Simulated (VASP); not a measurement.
A run of VASP 6.6.1 is set up as follows.

Contents of INCAR:

```
PREC = Accurate
ENCUT = 520
EDIFF = 1E-6
ISMEAR = -1
SIGMA = 0.02
LREAL = F
LASPH = T
NELM = 150
ALGO = Normal
ISIF = 2
LWAVE = F
LCHARG = F
MAGMOM = 0 0 0
LORBIT = 11
LSORBIT = T
GGA_COMPAT = F
LORBMOM = T
LMAXMIX = 4
GGA = RP
NBANDS = 21
```

KPOINTS

```
regular mesh
0
Gamma
  9 9 9
```

The input POSCAR:

```
Pt
1.0
    0.0000000000      1.9343981026      1.9343981026
    1.9343981026      0.0000000000      1.9343981026
    1.9343981026      1.9343981026      0.0000000000
Pt
1
Direct
    0.0000000000      0.0000000000      0.0000000000
```

Potentials or basis: VASP PAW PBE potentials, release 64 (Pt).

Command:

```bash
$ cat potpaw_PBE.64/Pt/POTCAR > POTCAR
$ mpirun -np 1 vasp_ncl > vasp.out
```

Q: What does it give for the pressure?

A: 27.5 GPa.

Q: Estimate the net moment.

A: 0.00 μB per cell.

Moments on the atoms (μB; x, y, z):
```
Pt  0.00 0.00 0.00
```

Caveat: the PAW data sets were made with another functional, which shifts forces and pressure a little.
